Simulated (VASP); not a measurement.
Set up this calculation in VASP 6.6.1, as the native input.

- Task: single point
- Functional: LDA
- Potentials or basis: VASP PAW LDA potentials, release 64 (Cs_sv, I)
- Cutoff: 500 eV
- k mesh: 4 × 4 × 4
- Occupations: gaussian, width 0.01 eV
- Spin: no spin polarisation
- Dipole correction: no
- Further INCAR settings: ALGO = Normal; EDIFF = 1e-06; NBANDS = 15

The structure of CsI lies in POSCAR:

```
CsI
1.0
    4.4039480773      0.0000000000      0.0000000000
    0.0000000000      4.4039480773      0.0000000000
    0.0000000000      0.0000000000      4.4039480773
Cs I
1 1
Direct
    0.0000000000      0.0000000000      0.0000000000
    0.5000000000      0.5000000000      0.5000000000
```

One way to write it, as run:

INCAR

```
SYSTEM = CsI
ALGO = Normal ; EDIFF = 1E-6
ENCUT = 500 ; GGA = CA
GGA_COMPAT = .FALSE. ; ISIF = 2
ISMEAR = 0 ; LASPH = .TRUE.
LCHARG = .TRUE. ; LELF = .TRUE.
LREAL = .FALSE. ; LVHAR = .TRUE.
LWAVE = .FALSE. ; NBANDS = 15
NELM = 120 ; PREC = Accurate
SIGMA = 0.01
```

KPOINTS

```
k-points
0
G
  4 4 4
  0 0 0
```

Potentials or basis: VASP PAW LDA potentials, release 64 (Cs_sv, I).

Run with:

```bash
$ cat potpaw_LDA.64/Cs_sv/POTCAR potpaw_LDA.64/I/POTCAR > POTCAR
$ mpirun -np 1 vasp_std > vasp.out
```

It gave:

The pressure is 0.1 GPa and the band gap on the k mesh is 3.77 eV, indirect (least direct gap 3.83 eV).

Caveat: spin-orbit coupling is left out, which moves the levels of the heavy elements.

It took 8.4 s on 1 thread of AMD EPYC 7R43 64-Core Processor (Zen 3), with other jobs on the host, peak memory 0.12 GiB.
